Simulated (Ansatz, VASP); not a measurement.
## Ga: VASP beside Ansatz

File INCAR:

```
SYSTEM = Ga
  PREC = Accurate
  ENCUT = 520
  EDIFF = 1E-6
  ISMEAR = -1
  SIGMA = 0.08
  LREAL = .FALSE.
  LASPH = .TRUE.
  NELM = 100
  ALGO = Normal
  ISIF = 2
  LWAVE = .FALSE.
  LCHARG = .TRUE.
  GGA = PE
  LELF = .TRUE.
  LVHAR = .TRUE.
  NBANDS = 20
```

Contents of KPOINTS:

```
Automatic mesh
0
G
  12 12 10
  0 0 0
```

POSCAR

```
Ga
1.0
    1.4703250000     -4.0722500000      0.0130750000
    1.4296750000      4.0577500000     -0.0275750000
   -0.0158500000     -0.0158500000      3.1700000000
Ga
2
Direct
    0.8670000000      0.1330000000      0.2500000000
    0.1330000000      0.8670000000      0.7500000000
```

Input for Ansatz:

```yaml
crystal:
  lattice:
    - [1.470325, -4.07225, 0.013075]
    - [1.429675, 4.05775, -0.027575]
    - [-0.01585, -0.01585, 3.17]
  atoms:
    - { symbol: Ga, position: [0.867, 0.133, 0.25] }
    - { symbol: Ga, position: [0.133, 0.867, 0.75] }
kpoints:
  mp_grid: { grid: [12, 12, 10] }
  band_path:
    path:
      - [0.0, 0.0, 0.0]
      - [0.0, 0.0, 0.5]
      - [-0.5, 0.0, 0.0]
      - [0.0, 0.0, 0.0]
      - [0.5, -0.5, 0.0]
      - [0.0, -0.5, 0.5]
      - [0.0, 0.0, 0.0]
      - [0.0, -0.5, 0.0]
      - [0.5, -0.5, 0.5]
    npoints: 5
scf:
  occupations: { method: fermi_dirac, width: 0.08 }
hamiltonian:
  xc: pbe
  pseudopotentials: { kind: all_electron, lapw: { basis_error: 0.001 } }
output:
  forces: true
  stress: true
  eigenvalues: true
```

Change from the starting cell: equal xy, yz and zx shear strains of -1 %.

Alike in both runs: task single point; functional PBE; k mesh 12 × 12 × 10; occupations fermi-dirac, width 0.08 eV; no spin polarisation.

|  | VASP | Ansatz |
| --- | --- | --- |
| version | VASP 6.6.1 | Ansatz 0.2.0 |
| potentials or method | VASP PAW PBE potentials, release 64 (Ga_d), cutoff 520 eV | all-electron LAPW, scalar-relativistic |

```tsv
	VASP	Ansatz	Ansatz less VASP
pressure (GPa)	1.6	1.7	+0.03
traceless stress, the component that is largest in VASP (GPa)	-2.38	-2.37	+0.008
rms of the force components (eV/Å)	0.114	0.113	-0.0008
```

Atom by atom the forces differ by 0.001 eV/Å (rms over components). Ansatz ran all-electron here, and VASP with PAW potentials.
